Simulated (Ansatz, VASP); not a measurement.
Cu: VASP beside Ansatz

File INCAR:

```
PREC = Accurate ; ENCUT = 520
EDIFF = 1E-8 ; ISMEAR = -1
SIGMA = 0.08 ; LREAL = F
LASPH = T ; NELM = 80
ALGO = Normal ; ISIF = 2
LWAVE = F ; LCHARG = F
GGA = PS ; LEFG = T
NBANDS = 12
```

File KPOINTS:

```
regular mesh
0
Gamma
  19 19 19
```

Contents of POSCAR:

```
Cu
1.0
    0.0000000000      1.8075000000      1.7532750000
    1.8075000000      0.0000000000      1.7532750000
    1.8075000000      1.8075000000      0.0000000000
Cu
1
Direct
    0.0000000000      0.0000000000      0.0000000000
```

Input for Ansatz:

```yaml
crystal:
  lattice:
    - [0.0, 1.8075, 1.753275]
    - [1.8075, 0.0, 1.753275]
    - [1.8075, 1.8075, 0.0]
  atoms:
    - { symbol: Cu, position: [0.0, 0.0, 0.0] }
kpoints:
  mp_grid: { grid: [19, 19, 19] }
scf:
  occupations: { method: fermi_dirac, width: 0.08 }
hamiltonian:
  xc: pbesol
  pseudopotentials: { kind: all_electron, datasets: crystal }
output:
  forces: true
  stress: true
  eigenvalues: true
  efg: { contact_densities: true }
```

Change from the starting cell: zz strain of -3 %, crystal datasets.

Alike in both runs: task electric field gradients; functional PBEsol; k mesh 19 × 19 × 19; occupations fermi-dirac, width 0.08 eV; no spin polarisation.

|  | VASP | Ansatz |
| --- | --- | --- |
| version | VASP 6.6.1 | Ansatz 0.2.0 |
| potentials or method | VASP PAW PBE potentials, release 64 (Cu), cutoff 520 eV | all-electron PAW with datasets made for the crystal, scalar-relativistic |

VASP gave:

```
pressure (GPa)                                                : -1.4
traceless stress, the component that is largest in VASP (GPa) : 0.89
size of Vzz on the site where it differs most (V/Å²)          : 0.2
```

Task: Estimate Ansatz's values.

Result: Pressure (GPa): -2.1; traceless stress, the component that is largest in VASP (GPa): 0.91; size of Vzz on the site where it differs most (V/Å²): 0.3.

VASP's potentials were made for PBE, not for PBEsol. Ansatz ran all-electron here, and VASP with PAW potentials.
